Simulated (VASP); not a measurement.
Wanted: the native input for a VASP 6.6.1 run.

```
Task                   : single point
Functional             : LDA
Potentials or basis    : VASP PAW LDA potentials, release 64 (Ge_d)
Cutoff                 : 520 eV
k mesh                 : 16 × 16 × 16
Occupations            : fermi-dirac, width 0.08 eV
Spin                   : no spin polarisation
Dipole correction      : no
Further INCAR settings : ALGO = Normal; EDIFF = 1e-06; NBANDS = 13
```

The structure of Ge lies in POSCAR:

```
Ge
1.0
   -1.6381876701      1.6381876701      1.6381876701
    1.6381876701     -1.6381876701      1.6381876701
    1.6381876701      1.6381876701     -1.6381876701
Ge
1
Direct
    0.0000000000      0.0000000000      0.0000000000
```

This isn't the form of Ge at room conditions, which is diamond.

One way to write it, as run:

INCAR

```
ALGO = Normal ; EDIFF = 1E-6
ENCUT = 520 ; ISIF = 2
ISMEAR = -1 ; LASPH = True
LCHARG = False ; LREAL = False
LWAVE = False ; NBANDS = 13
NELM = 100 ; PREC = Accurate
SIGMA = 0.08
```

KPOINTS

```
k-points
0
Gamma
  16 16 16
```

Potentials or basis: VASP PAW LDA potentials, release 64 (Ge_d).

The run is started by

```console
$ cat potpaw_LDA.64/Ge_d/POTCAR > POTCAR
$ mpirun -np 1 vasp_std > vasp.out
```

Results of the run:

```
Pressure               : 1.7 GPa
Band gap on the k mesh : zero (bands 7 and 8 overlap by 12.93 eV)
```

Wall time 22 s on 1 thread of Intel Xeon 8259CL, on a shared host, peak memory 0.15 GiB.
